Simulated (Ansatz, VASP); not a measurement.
## Two plane-wave programs on Mn

INCAR

```
SYSTEM = Mn
PREC = Accurate
ENCUT = 520
EDIFF = 1E-6
ISMEAR = -1
SIGMA = 0.1
LREAL = .False.
LASPH = .True.
NELM = 80
ALGO = Normal
ISIF = 2
LWAVE = .False.
LCHARG = .True.
GGA = PS
LELF = .True.
LVHAR = .True.
NBANDS = 20
```

KPOINTS

```
Automatic mesh
0
Gamma
  17 17 9
  0 0 0
```

POSCAR

```
Mn
1.0
    2.5172657503      0.0000000000      0.0000000000
   -1.2586328751      2.1800160879      0.0000000000
    0.0000000000      0.0000000000      4.0664358322
Mn
2
Direct
    0.3333333333      0.6666666667      0.2500000000
    0.6666666667      0.3333333333      0.7500000000
```

Input for Ansatz:

```yaml
crystal:
  lattice:
    - [2.5172657503, 0.0, 0.0]
    - [-1.2586328751, 2.1800160879, 0.0]
    - [0.0, 0.0, 4.0664358322]
  atoms:
    - { symbol: Mn, position: [0.3333333333, 0.6666666667, 0.25] }
    - { symbol: Mn, position: [0.6666666667, 0.3333333333, 0.75] }
hamiltonian:
  xc: pbesol
  pseudopotentials:
    kind: paw
    azcp:
      Mn: "pseudopotentials/Mn.paw.azcp"
basis:
  ecutwfc: 420
  fft_grid_basis: typed
kpoints:
  mp_grid: { grid: [17, 17, 9], shift: [0, 0, 0] }
magnetization:
  spin_polarized: false
scf:
  occupations: { method: fermi_dirac, width: 0.1 }
  lower_state_search: "off"
output:
  stress: true
  write_density: true
  write_potential: true
  elf: true
  volumetric_format: npy
```

Alike in both runs: task single point; functional PBEsol; k mesh 17 × 17 × 9; occupations fermi-dirac, width 0.1 eV; no spin polarisation.

```csv
,VASP,Ansatz
version,VASP 6.6.1,Ansatz 0.2.0
potentials or method,"VASP PAW PBE potentials, release 64 (Mn_pv), cutoff 520 eV","plane waves (420 eV) with PAW, scalar-relativistic"
valence electrons in the cell,26,30
```

|  | VASP | Ansatz | Ansatz less VASP |
| --- | --- | --- | --- |
| pressure (GPa) | -19.7 | -20.0 | -0.32 |
| traceless stress, the component that is largest in VASP (GPa) | -0.26 | -0.13 | +0.138 |

VASP's potentials were made for PBE, not for PBEsol, and Ansatz warns of the same on its side. VASP's potentials hold 26 valence electrons a cell and Ansatz's 30, so a difference there can come from the potentials and not from the codes.
